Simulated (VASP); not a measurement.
Input of a VASP 6.6.1 run:

The input POSCAR:

```
GaN
1.0
    3.1869310000      0.0000000000      0.0000000000
    1.5934655000      2.7599632061      0.0000000000
    1.5934655000      0.9199877354      2.6021182652
Ga N
1 1
Direct
    0.0000000000      0.0000000000      0.0000000000
    0.7500000000      0.7500000000      0.7500000000
```

Contents of INCAR.step1:

```
SYSTEM = GaN
  PREC = Accurate
  ENCUT = 660
  ISMEAR = 0
  SIGMA = 0.02
  LREAL = .FALSE.
  LASPH = .TRUE.
  NELM = 120
  NBANDS = 16
  GGA = PE
  ALGO = Normal
  EDIFF = 1E-5
  LWAVE = .TRUE.
  LCHARG = .FALSE.
  GGA_COMPAT = .FALSE.
```

The input INCAR.step2:

```
SYSTEM = GaN
  PREC = Accurate
  ENCUT = 660
  EDIFF = 1E-6
  ISMEAR = 0
  SIGMA = 0.02
  LREAL = .FALSE.
  LASPH = .TRUE.
  NELM = 120
  ALGO = Normal
  ISIF = 2
  LWAVE = .FALSE.
  LCHARG = .FALSE.
  METAGGA = R2SCAN
  LMIXTAU = .TRUE.
  NBANDS = 16
  ISTART = 1
  GGA_COMPAT = .FALSE.
```

File KPOINTS:

```
Automatic mesh
0
G
  6 6 6
  0 0 0
```

Potentials or basis: VASP PAW PBE potentials, release 64 (Ga_d, N).

The run is started by

```sh
$ cat potpaw_PBE.64/Ga_d/POTCAR potpaw_PBE.64/N/POTCAR > POTCAR
$ cp INCAR.step1 INCAR
$ mpirun -np 1 vasp_std > vasp.out
$ cp INCAR.step2 INCAR
$ mpirun -np 1 vasp_std > vasp.out
```

Task: What does it give for the band gap on the k mesh?

Result: 2.12 eV, direct.

Task: Estimate the pressure.

Result: -0.1 GPa.

Caveat: the PAW data sets were made with another functional, which shifts forces and pressure a little. r2SCAN opens gaps a little over a GGA but as a rule still falls short of measured ones.
